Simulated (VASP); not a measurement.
## Nb16N (a cell with a defect): single point with PBE

System: Nb16N (a cell with a defect).

```
Nb N
1.0
     6.61715    0.00000    0.00000
     0.00000    6.61715    0.00000
     0.00000    0.00000    6.61715
Nb N
16 1
Direct
  0.99657 0.99957 0.99944
  0.25018 0.24203 0.24192
  0.00147 0.99957 0.49945
  0.25019 0.24203 0.75697
  0.00150 0.49956 0.99945
  0.25017 0.75711 0.24192
  0.04372 0.49957 0.49945
  0.25018 0.75711 0.75698
  0.50380 0.99957 0.99945
  0.75018 0.25484 0.25471
  0.49889 0.99957 0.49944
  0.75019 0.25485 0.74417
  0.49886 0.49957 0.99945
  0.75018 0.74429 0.25471
  0.45665 0.49957 0.49944
  0.75019 0.74428 0.74418
  0.75018 0.49955 0.49944
```

```
Program                : VASP 6.6.1
Task                   : single point
Functional             : PBE
Potentials or basis    : VASP PAW PBE potentials, release 64 (Nb_sv, N)
Cutoff                 : 520 eV
k mesh                 : 5 × 5 × 5
Occupations            : methfessel-paxton, width 0.1 eV
Spin                   : no spin polarisation
Dipole correction      : no
Further INCAR settings : LREAL = Auto; ALGO = Normal; EDIFF = 1e-07; NBANDS = 120
```

The pressure is 4.9 GPa and the largest force is 0.310 eV/Å. The band gap on the k mesh is zero (an odd number of electrons rules out a gap without spin polarisation).

Forces in eV/Å, atoms in the order of the input:
```
Nb   0.023  0.000  0.001
Nb   0.000 -0.218 -0.219
Nb  -0.008  0.000  0.000
Nb   0.000 -0.219  0.220
Nb  -0.010  0.000  0.000
Nb   0.000  0.218 -0.220
Nb   0.175  0.001  0.000
Nb   0.000  0.218  0.218
Nb  -0.023  0.001  0.000
Nb   0.000  0.093  0.094
Nb   0.009  0.000  0.000
Nb   0.000  0.093 -0.095
Nb   0.010  0.000  0.000
Nb   0.000 -0.094  0.094
Nb  -0.176  0.000  0.001
Nb   0.000 -0.094 -0.095
N    0.000  0.001  0.000
```

Stress tensor (GPa, compression positive):
```
10.15  0.00  0.00
 0.00  2.30  0.00
 0.00  0.00  2.30
```

Levels at points of the mesh, in eV from the Fermi level:
```tsv
k point	band 105	band 106	band 107	band 108	band 109	band 110
(0.00, 0.00, 0.00)	0.71	0.74	0.75	0.82	0.82	0.84
```

It took 16 min on 4 MPI ranks on AMD EPYC 9R45 (Zen 5) (shared host), peak memory 1.2 GiB a rank.
